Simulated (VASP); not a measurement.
# Ta5W in VASP: notebook

Ta5W is run at these levels: PBE; tasks: single point.

Everything below comes from runs of VASP 6.6.1. Logs are shortened: lines on timing, memory, paths and dates and some standing lists are left out, and cuts for length are marked.

## Step 1: The cell of the first run

The cell holds a slab with vacuum, 6 atoms: a = 3.320 Å, b = 3.320 Å, c = 24.299 Å, α = 90.00°, β = 90.00°, γ = 90.00°.

## Step 2: Single point, PBE

INCAR

```
SYSTEM = Ta5W
ALGO = Normal ; DIPOL = 0.5 0.5 0.500
EDIFF = 1E-6 ; ENCUT = 520
GGA = PE ; IDIPOL = 3
ISIF = 2 ; ISMEAR = -1
LASPH = .TRUE. ; LCHARG = .FALSE.
LDIPOL = .TRUE. ; LREAL = .FALSE.
LWAVE = .FALSE. ; NBANDS = 44
NELM = 60 ; PREC = Accurate
SIGMA = 0.08
```

KPOINTS

```
k-points
0
G
  12 12 1
  0 0 0
```

POSCAR

```
Ta5W
1.0
    3.3195547167      0.0000000000      0.0000000000
    0.0000000000      3.3195547167      0.0000000000
    0.0000000000      0.0000000000     24.2989000000
W Ta
1 5
Direct
    0.2500000000      0.2500000000      0.3367527524
    0.7500000000      0.7500000000      0.3967757330
    0.2500000000      0.2500000000      0.4643958235
    0.7500000000      0.7500000000      0.5356042204
    0.2500000000      0.2500000000      0.6032242507
    0.7500000000      0.7500000000      0.6632472199
```

Potentials or basis: VASP PAW PBE potentials, release 64 (W_sv, Ta_pv).

Started as:

```sh
> cat potpaw_PBE.64/W_sv/POTCAR potpaw_PBE.64/Ta_pv/POTCAR > POTCAR
> mpirun -np 1 vasp_std > vasp.out
```

OUTCAR:

```text
SYSTEM = Ta5W
   EDIFF = 1E-6
   ENCUT = 520
   GGA = PE
   ISIF = 2
   ISMEAR = -1
   LASPH = .TRUE.
   LREAL = .FALSE.
   NELM = 60
   PREC = Accurate

 ion  position               nearest neighbor table
   1  0.250  0.250  0.337-   2 2.76   2 2.76   2 2.76   2 2.76   3 3.10
   2  0.750  0.750  0.397-   1 2.76   1 2.76   1 2.76   1 2.76   3 2.87   3 2.87   3 2.87   3 2.87
                             4 3.37
   3  0.250  0.250  0.464-   2 2.87   2 2.87   2 2.87   2 2.87   4 2.92   4 2.92   4 2.92   4 2.92
                             1 3.10   5 3.37
   4  0.750  0.750  0.536-   5 2.87   5 2.87   5 2.87   5 2.87   3 2.92   3 2.92   3 2.92   3 2.92
                             6 3.10   2 3.37
   5  0.250  0.250  0.603-   6 2.76   6 2.76   6 2.76   6 2.76   4 2.87   4 2.87   4 2.87   4 2.87
                             3 3.37
   6  0.750  0.750  0.663-   5 2.76   5 2.76   5 2.76   5 2.76   4 3.10

  LATTYP: Found a simple tetragonal cell.
 ALAT       =     3.3195547167
 C/A-ratio  =     7.3199275426

  Lattice vectors:

 A1 = (   3.3195547167,   0.0000000000,   0.0000000000)
 A2 = (   0.0000000000,   3.3195547167,   0.0000000000)
 A3 = (   0.0000000000,   0.0000000000,  24.2989000000)

Analysis of symmetry for initial positions (statically):
=====================================================================
 Subroutine PRICEL returns:
 Original cell was already a primitive cell.

 Routine SETGRP: Setting up the symmetry group for a
 simple tetragonal supercell.

 Subroutine GETGRP returns: Found  8 space group operations
 (whereof  2 operations were pure point group operations)
 out of a pool of 16 trial point group operations.

The static configuration has the point symmetry C_1h.
 The point group associated with its full space group is C_4v.

Analysis of symmetry for dynamics (positions and initial velocities):
=====================================================================
 Subroutine PRICEL returns:
 Original cell was already a primitive cell.

 Routine SETGRP: Setting up the symmetry group for a
 simple tetragonal supercell.

 Subroutine GETGRP returns: Found  8 space group operations
 (whereof  2 operations were pure point group operations)
 out of a pool of 16 trial point group operations.

The dynamic configuration has the point symmetry C_1h.
 The point group associated with its full space group is C_4v.

 Subroutine INISYM returns: Found  8 space group operations
 (whereof  2 operations are pure point group operations),
 and found     1 'primitive' translations

----------------------------------------------------------------------------------------

                                     Primitive cell

  volume of cell :     267.7604

  direct lattice vectors                    reciprocal lattice vectors
     3.319554717  0.000000000  0.000000000     0.301245223  0.000000000  0.000000000
     0.000000000  3.319554717  0.000000000     0.000000000  0.301245223  0.000000000
     0.000000000  0.000000000 24.298900000     0.000000000  0.000000000  0.041154126

  length of vectors
     3.319554717  3.319554717 24.298900000     0.301245223  0.301245223  0.041154126

  position of ions in fractional coordinates (direct lattice)
     0.250000000  0.250000000  0.336752752
     0.750000000  0.750000000  0.396775733
     0.250000000  0.250000000  0.464395823
     0.750000000  0.750000000  0.535604220
     0.250000000  0.250000000  0.603224251
     0.750000000  0.750000000  0.663247220

  ion indices of the primitive-cell ions
   primitive index   ion index
                 1           1
                 2           2
                 3           3
                 4           4
                 5           5
                 6           6

----------------------------------------------------------------------------------------

 KPOINTS: k-points

Automatic generation of k-mesh.
 Grid dimensions read from file:
 generate k-points for:   12   12    1

 Generating k-lattice:

  Cartesian coordinates                     Fractional coordinates (reciprocal lattice)
     0.025103769  0.000000000  0.000000000     0.083333333  0.000000000  0.000000000
     0.000000000  0.025103769  0.000000000     0.000000000  0.083333333  0.000000000
     0.000000000  0.000000000  0.041154126     0.000000000  0.000000000  1.000000000

  Length of vectors
     0.025103769  0.025103769  0.041154126

  Shift w.r.t. Gamma in fractional coordinates (k-lattice)
     0.000000000  0.000000000  0.000000000

 Subroutine IBZKPT returns following result:
 ===========================================

 Found     28 irreducible k-points:

 Following reciprocal coordinates:
            Coordinates               Weight
  0.000000  0.000000  0.000000      1.000000
  0.083333  0.000000  0.000000      4.000000
  0.166667  0.000000  0.000000      4.000000
  0.250000  0.000000  0.000000      4.000000
  0.333333  0.000000  0.000000      4.000000
  0.416667  0.000000  0.000000      4.000000
[... 16 lines left out ...]
  0.333333  0.333333  0.000000      4.000000
  0.416667  0.333333  0.000000      8.000000
 [... further k-points ...]
   k-points           NKPTS =     28   k-points in BZ     NKDIM =     28   number of bands    NBANDS=     44
   number of dos      NEDOS =    301   number of ions     NIONS =      6
   total plane-waves  NPLWV = 150528
   dimension x,y,z NGX =    28 NGY =   28 NGZ =  192
   dimension x,y,z NGXF=    56 NGYF=   56 NGZF=  384
   ions per type =               1   5
   NGX,Y,Z   is equivalent  to a cutoff of  14.02, 14.02, 13.14 a.u.
   NGXF,Y,Z  is equivalent  to a cutoff of  28.05, 28.05, 26.27 a.u.
 SYSTEM =  Ta5W
   PREC   = accura    normal or accurate (medium, high low for compatibility)
   ISTART =      0    job   : 0-new  1-cont  2-samecut
   ICHARG =      2    charge: 1-file 2-atom 10-const
   ISPIN  =      1    spin polarized calculation?
   LNONCOLLINEAR =      F non collinear calculations
   LSORBIT =      F    spin-orbit coupling
   LASPH  =      T    aspherical Exc in radial PAW
   ENCUT  =  520.0 eV  38.22 Ry    6.18 a.u.   6.17  6.17 45.18*2*pi/ulx,y,z
   NELM   =     60;   NELMIN=  2; NELMDL= -5     # of ELM steps
   EDIFF  = 0.1E-05   stopping-criterion for ELM
   LREAL  =      F    real-space projection
   EDIFFG = 0.1E-04   stopping-criterion for IOM
   NSW    =      0    number of steps for IOM
   IBRION =     -1    ionic relax: 0-MD 1-quasi-New 2-CG
   NFREE  =      0    steps in history (QN), initial steepest desc. (CG)
   ISIF   =      2    stress and relaxation
   ISYM   =      2    0-nonsym 1-usesym 2-fastsym
   POTIM  = 0.5000    time-step for ionic-motion
   TEBEG  =    0.0;   TEEND  =   0.0 temperature during run
   PSTRESS=    0.0 pullay stress
   NELECT =      69.0000    total number of electrons
   NUPDOWN=      -1.0000    fix difference up-down
   EMIN   =  10.00;   EMAX   =-10.00  energy-range for DOS
   EFERMI =   0.00;   METHOD = LEGACY
   ISMEAR =    -1;   SIGMA  =   0.08  broadening in eV -4-tet -1-fermi 0-gaus
   EFERMI_NEDOS =   21; number of points for ismear=-14 and -15
   IALGO  =     38    algorithm
   IMIX   =      4    mixing-type and parameters
     AMIX     =   0.40;   BMIX     =  1.00
     AMIX_MAG =   1.60;   BMIX_MAG =  1.00
  volume/ion in A,a.u.               =      44.63       301.16
  Fermi-wavevector in a.u.,A,eV,Ry     =   1.041779  1.968678 14.766462  1.085304
  Thomas-Fermi vector in A             =   2.176415
   LORBIT       =      0    0 simple, 1 ext, 2 COOP (PROOUT), +10 PAW based schemes
   GGA     = PE    functional components
   LHFCALC =     F    Hartree Fock is set to
   AEXX    =    0.0000 exact exchange contribution
   IVDW    =     0    specifies the selected vdW correction
   LEPSILON=     F    determine dielectric tensor
   LRPA    =     F    only Hartree local field effects (RPA)
 non-spin polarized calculation
  energy-cutoff  :      520.00
  volume of cell :      267.76
 maximum number of plane-waves:      7264
 NGX is ok and might be reduce to    28
   NGX = 13   NGY = 13   NGZ = 91

 dipolmoment           0.000000      0.000000      0.001115 electrons x Angstroem

 number of electron      68.9999995 magnetization

 dipolmoment           0.000000      0.000000     -0.011123 electrons x Angstroem

 Free energy of the ion-electron system (eV)
  ---------------------------------------------------
  ext. energy  EPLUGINS =         0.00000000
  ---------------------------------------------------
  free energy    TOTEN  =       -67.86618102 eV

  energy without entropy =      -67.71215624  energy(sigma->0) =      -67.78916863

 E-fermi :   0.3645     XC(G=0):  -6.0396

 val. band max:        0.3607011846   @ k =   0.1667   0.0833   0.0000
 cond. band min:       0.3775904044   @ k =   0.4167   0.0000   0.0000
 fundamental gap:      0.0168892197
 Fermi energy:         0.3644700657

 k-point     1 :       0.0000    0.0000    0.0000
  band No.  band energies     occupation
      1     -73.5297      2.00000
      2     -37.8047      2.00000
      3     -37.6313      2.00000
      4     -37.6313      2.00000
      5     -34.3208      2.00000
      6     -34.1571      2.00000
[... 36 lines left out ...]
     43       2.2887      0.00000
     44       3.2859      0.00000

 k-point     2 :       0.0833    0.0000    0.0000
  band No.  band energies     occupation
      1     -73.5294      2.00000
      2     -37.8048      2.00000
      3     -37.6405      2.00000
      4     -37.6298      2.00000
      5     -34.3278      2.00000
      6     -34.1731      2.00000
[... 36 lines left out ...]
     43       2.7547      0.00000
     44       2.8256      0.00000

 k-point     3 :       0.1667    0.0000    0.0000
  band No.  band energies     occupation
      1     -73.5286      2.00000
      2     -37.8053      2.00000
      3     -37.6652      2.00000
      4     -37.6255      2.00000
      5     -34.3479      2.00000
      6     -34.2143      2.00000
[... 36 lines left out ...]
     43       2.6202      0.00000
     44       3.1120      0.00000

 k-point     4 :       0.2500    0.0000    0.0000
  band No.  band energies     occupation
      1     -73.5276      2.00000
      2     -37.8060      2.00000
      3     -37.6988      2.00000
      4     -37.6196      2.00000
      5     -34.3769      2.00000
      6     -34.2675      2.00000
[... 882 lines left out ...]
     43       3.4421      0.00000
     44       3.7935      0.00000

 k-point    23 :       0.3333    0.3333    0.0000
  band No.  band energies     occupation
      1     -73.5235      2.00000
      2     -37.7919      2.00000
      3     -37.7283      2.00000
      4     -37.7205      2.00000
      5     -34.3752      2.00000
      6     -34.3486      2.00000
[... 36 lines left out ...]
     43       4.0431      0.00000
     44       4.2053      0.00000

 k-point    24 :       0.4167    0.3333    0.0000
  band No.  band energies     occupation
      1     -73.5227      2.00000
      2     -37.7883      2.00000
      3     -37.7517      2.00000
      4     -37.7219      2.00000
      5     -34.3861      2.00000
      6     -34.3773      2.00000
[... 36 lines left out ...]
     43       4.0140      0.00000
     44       4.0534      0.00000

 [... further k-points ...]

------------------------ aborting loop because EDIFF is reached ----------------------------------------

 vacuum level on the upper side and lower side of the slab       (xc-potential included)        -0.097        -0.032

  FORCE on cell =-STRESS in cart. coord.  units (eV):
  Direction    XX          YY          ZZ          XY          YZ          ZX
  --------------------------------------------------------------------------------------
  -------------------------------------------------------------------------------------
  Total       -4.0911695     -4.0911695     -2.0180608      0.0000000      0.0000000      0.0000000
  in kB      -24.4800203    -24.4800203    -12.0753171      0.0000000      0.0000000      0.0000000
  external PRESSURE =     -20.3451192 kB  Pullay stress =       0.0000000 kB

 VOLUME and BASIS-vectors are now :
 -----------------------------------------------------------------------------
  energy-cutoff  :      520.00
  volume of cell :      267.76
      direct lattice vectors                 reciprocal lattice vectors
     3.319554717  0.000000000  0.000000000     0.301245223  0.000000000  0.000000000
     0.000000000  3.319554717  0.000000000     0.000000000  0.301245223  0.000000000
     0.000000000  0.000000000 24.298900000     0.000000000  0.000000000  0.041154126

 POSITION                                       TOTAL-FORCE (eV/Angst)
 -----------------------------------------------------------------------------------
      0.82989      0.82989      8.18272        -0.000000     -0.000000      1.263864
      2.48967      2.48967      9.64121        -0.000000     -0.000000     -1.280084
      0.82989      0.82989     11.28431        -0.000000     -0.000000      0.033008
      2.48967      2.48967     13.01459         0.000000      0.000000      0.073912
      0.82989      0.82989     14.65769        -0.000000      0.000000     -0.101676
      2.48967      2.48967     16.11618        -0.000000     -0.000000      0.010976
 -----------------------------------------------------------------------------------
    total drift:                                0.000000      0.000000     -0.000087

  FREE ENERGIE OF THE ION-ELECTRON SYSTEM (eV)
  ---------------------------------------------------
  free  energy   TOTEN  =       -67.8661810222 eV

  energy  without entropy=      -67.7121562429  energy(sigma->0) =      -67.78916863

 vacuum level on the upper side and lower side of the slab         4.143         4.325
```

Run time: 30 min. Hardware: 1 thread of Intel Xeon 8259CL, shared host; peak memory 0.56 GiB.

Results:

```yaml
Free_energy: -67.8662 eV
Largest_force: 1.280 eV/Å
Band_gap_on_the_k_mesh: zero (an odd number of electrons rules out a gap without spin polarisation)
```

Forces in eV/Å, atoms in the order of the input:
```
W    0.000  0.000  1.264
Ta   0.000  0.000 -1.280
Ta   0.000  0.000  0.033
Ta   0.000  0.000  0.074
Ta   0.000  0.000 -0.102
Ta   0.000  0.000  0.011
```

Levels at points of the mesh, in eV from the Fermi level:
```csv
k point,band 32,band 33,band 34,band 35,band 36,band 37
"(0.00, 0.00, 0.00)",0.16,0.23,0.23,0.46,0.46,0.58
"(0.50, 0.00, 0.00)",-1.03,-0.85,0.18,0.19,0.32,0.51
"(0.50, 0.50, 0.00)",-1.06,-1.06,0.11,0.11,1.80,1.89
```

Caveat: spin-orbit coupling is left out, which moves the levels of the heavy elements.

## Step 3: Single point, PBE

INCAR

```
SYSTEM = Ta5W
PREC = Accurate ; ENCUT = 520
EDIFF = 1E-6 ; ISMEAR = -1
SIGMA = 0.08 ; LREAL = .FALSE.
LASPH = .TRUE. ; NELM = 60
ALGO = Normal ; ISIF = 2
LWAVE = .FALSE. ; LCHARG = .TRUE.
LDIPOL = .TRUE. ; IDIPOL = 3
DIPOL = 0.5 0.5 0.500 ; GGA = PE
LELF = .TRUE. ; LVHAR = .TRUE.
LVACPOTAV = .TRUE. ; NBANDS = 44
```

KPOINTS

```
Automatic mesh
0
G
  12 12 1
  0 0 0
```

POSCAR

```
Ta5W
1.0
    3.3195547178      0.0000000000      0.0000000000
    0.0000000000      3.3195547178      0.0000000000
    0.0000000000      0.0000000000     24.2989000000
W Ta
1 5
Direct
    0.2500000000      0.2500000000      0.3367527515
    0.7500000000      0.7500000000      0.3967757328
    0.2500000000      0.2500000000      0.4643958381
    0.7500000000      0.7500000000      0.5356042256
    0.2500000000      0.2500000000      0.6032242381
    0.7500000000      0.7500000000      0.6632472139
```

Potentials or basis: VASP PAW PBE potentials, release 64 (W_sv, Ta_pv).

Started as:

```sh
> cat potpaw_PBE.64/W_sv/POTCAR potpaw_PBE.64/Ta_pv/POTCAR > POTCAR
> mpirun -np 1 vasp_std > vasp.out
```

Wall time 14 min (1 thread of Oxide Virtual Turin-like, shared host); peak memory 0.51 GiB.

The run converged. Its results:

| Property | Result |
| --- | --- |
| Free energy | -67.8662 eV |
| Largest force | 1.280 eV/Å |
| Band gap on the k mesh | zero (an odd number of electrons rules out a gap without spin polarisation) |

Forces in eV/Å, atoms in the order of the input:
```
W    0.000  0.000  1.264
Ta   0.000  0.000 -1.280
Ta   0.000  0.000  0.033
Ta   0.000  0.000  0.074
Ta   0.000  0.000 -0.102
Ta   0.000  0.000  0.011
```

Levels at points of the mesh, in eV from the Fermi level:
```csv
k point,band 32,band 33,band 34,band 35,band 36,band 37
"(0.00, 0.00, 0.00)",0.16,0.23,0.23,0.46,0.46,0.58
"(0.50, 0.00, 0.00)",-1.03,-0.85,0.18,0.19,0.32,0.51
"(0.50, 0.50, 0.00)",-1.06,-1.06,0.11,0.11,1.80,1.89
```

Caveat: spin-orbit coupling is left out, which moves the levels of the heavy elements.
